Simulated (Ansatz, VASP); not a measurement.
BN in VASP and in Ansatz

The input POSCAR:

```
BN
1.0
    0.0000000000      1.9580410800      1.8130010000
    1.9580410800      0.0000000000      1.8130010000
    1.9580410800      1.9580410800      0.0000000000
B N
1 1
Direct
    0.0000000000      0.0000000000      0.0000000000
    0.7500000000      0.7500000000      0.7500000000
```

File INCAR.step1:

```
ALGO = Normal ; EDIFF = 1E-4
ENCUT = 520 ; GGA = PE
ISMEAR = 0 ; LASPH = T
LCHARG = F ; LREAL = F
LWAVE = T ; NBANDS = 11
NELM = 60 ; PREC = Accurate
SIGMA = 0.05
```

File INCAR.step2:

```
ALGO = Normal ; EDIFF = 1E-6
ENCUT = 520 ; ISIF = 2
ISMEAR = 0 ; ISTART = 1
LASPH = T ; LCHARG = T
LELF = T ; LMIXTAU = T
LREAL = F ; LVHAR = T
LWAVE = F ; METAGGA = R2SCAN
NBANDS = 11 ; NELM = 60
PREC = Accurate ; SIGMA = 0.05
```

Contents of KPOINTS:

```
k-points
0
Gamma
  12 12 12
```

Input for Ansatz:

```yaml
crystal:
  lattice:
    - [0.0, 1.95804108, 1.813001]
    - [1.95804108, 0.0, 1.813001]
    - [1.95804108, 1.95804108, 0.0]
  atoms:
    - { symbol: B, position: [0.0, 0.0, 0.0] }
    - { symbol: "N", position: [0.75, 0.75, 0.75] }
basis:
  ecutwfc: 500
kpoints:
  mp_grid: { grid: [12, 12, 12] }
hamiltonian:
  xc: r2scan
scf:
  occupations: { method: gaussian, width: 0.05 }
output:
  forces: true
  stress: true
  eigenvalues: true
```

Change from the starting cell: strain +0.080 along x and y, +0.000 along z, atoms carried along.

Alike in both runs: task single point; functional r2SCAN; k mesh 12 × 12 × 12; occupations gaussian, width 0.05 eV; no spin polarisation.

```csv
,VASP,Ansatz
version,VASP 6.6.1,Ansatz 0.2.0
potentials or method,"VASP PAW PBE potentials, release 64 (B, N), cutoff 520 eV","scalar-relativistic, plane waves, PAW"
valence electrons in the cell,8,8
```

```tsv
	VASP	Ansatz	Ansatz less VASP
gap on the k mesh at the Fermi level (eV)	3.66	3.67	+0.010
least direct gap on the mesh (eV)	7.94	7.90	-0.041
pressure (GPa)	-47.5	-48.1	-0.54
traceless stress, the component that is largest in VASP (GPa)	25.16	25.24	+0.081
```

VASP's potentials were made for PBE, not for r2SCAN. Both programs put the cell under strong tension, so it lies far from rest at this level.

Noted on VASP's run: the cell as given lies far from equilibrium.
